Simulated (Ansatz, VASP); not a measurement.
One calculation of GdRe, two programs

File INCAR:

```
  PREC = Accurate
  ENCUT = 520
  EDIFF = 1E-7
  ISMEAR = 0
  SIGMA = 0.05
  LREAL = F
  LASPH = T
  NELM = 150
  ALGO = Normal
  ISIF = 2
  LWAVE = F
  LCHARG = T
  ISPIN = 2
  MAGMOM = 7 0
  LORBIT = 11
  LMAXMIX = 6
  GGA = PE
  LELF = T
  LVHAR = T
  NBANDS = 24
```

File KPOINTS:

```
Automatic mesh
0
Gamma
  12 12 12
```

POSCAR

```
GdRe
1.0
    3.4599047400      0.0000000000      0.0000000000
    0.0000000000      3.4599047400      0.0000000000
    0.0000000000      0.0000000000      3.4599047400
Gd Re
1 1
Direct
    0.0000000000      0.0000000000      0.0000000000
    0.5000000000      0.5000000000      0.5000000000
```

Input for Ansatz:

```yaml
crystal:
  lattice:
    - [3.45990474, 0.0, 0.0]
    - [0.0, 3.45990474, 0.0]
    - [0.0, 0.0, 3.45990474]
  atoms:
    - { symbol: Gd, position: [0.0, 0.0, 0.0], spin: 7.0 }
    - { symbol: Re, position: [0.5, 0.5, 0.5] }
basis:
  ecutwfc: 420
  ecutrho_ratio: 4
kpoints:
  mp_grid: { grid: [12, 12, 12] }
hamiltonian:
  xc: pbe
scf:
  occupations: { method: gaussian, width: 0.05 }
output:
  forces: true
  stress: true
magnetization:
  spin_polarized: true
```

Alike in both runs: task single point; functional PBE; k mesh 12 × 12 × 12; occupations gaussian, width 0.05 eV; collinear spin.

|  | VASP | Ansatz |
| --- | --- | --- |
| version | VASP 6.6.1 | Ansatz 0.2.0 |
| potentials or method | VASP PAW PBE potentials, release 64 (Gd, Re), cutoff 520 eV | scalar-relativistic, plane waves, PAW |
| valence electrons in the cell | 25 | 33 |

```csv
,VASP,Ansatz,Ansatz less VASP
pressure (GPa),0.2,0.0,-0.15
net moment per atom (μB),3.03,3.02,-0.006
size of the moment on the site where the two differ most (μB),6.75,6.90,+0.149
```

Site moments also hang on the region over which each program counts them. With one functional, cell and mesh, what is left measures potentials, basis and numerics. VASP's potentials hold 25 valence electrons a cell and Ansatz's 33, so a difference there can come from the potentials and not from the codes. Ansatz's warnings: stability check not made.

Spin-orbit coupling is off throughout.
